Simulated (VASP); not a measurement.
Au: single point with PBE

The system is Au.

```
Au
1.0
     0.00000    2.02190    2.02190
     2.02190    0.00000    2.02190
     2.02190    2.02190    0.00000
Au
1
Direct
  0.00000 0.00000 0.00000
```

```yaml
Program: VASP 6.6.1
Task: single point
Functional: PBE
Potentials_or_basis: VASP PAW PBE potentials, release 64 (Au)
Cutoff: 500 eV
k_mesh: 20 × 20 × 20
Occupations: methfessel-paxton, width 0.05 eV
Spin: no spin polarisation
Dipole_correction: no
Further_INCAR_settings: ALGO = Normal; EDIFF = 1e-06; NBANDS = 12
```

| Item | Value |
| --- | --- |
| Pressure | 14.7 GPa |
| Band gap on the k mesh | zero (an odd number of electrons rules out a gap without spin polarisation) |

Levels at points of the mesh, in eV from the Fermi level:
| k point | band 3 | band 4 | band 5 | band 6 | band 7 | band 8 | band 9 | band 10 |
| --- | --- | --- | --- | --- | --- | --- | --- | --- |
| (0.00, 0.00, 0.00) | -4.85 | -4.85 | -3.25 | -3.25 | 14.48 | 18.66 | 18.66 | 18.66 |
| (0.50, 0.00, 0.00) | -4.89 | -1.99 | -1.99 | -1.09 | 3.25 | 13.94 | 17.37 | 17.37 |
| (0.50, 0.50, 0.00) | -2.03 | -1.64 | -1.64 | 0.94 | 6.04 | 10.10 | 10.10 | 17.55 |

Run time: 19 s on 1 thread of Intel(R) Xeon(R) 6975P-C (Granite Rapids), with other jobs on the host, peak memory 0.17 GiB.

Caveat: the cell stands under pressure; spin-orbit coupling is left out, which moves the levels of the heavy elements.
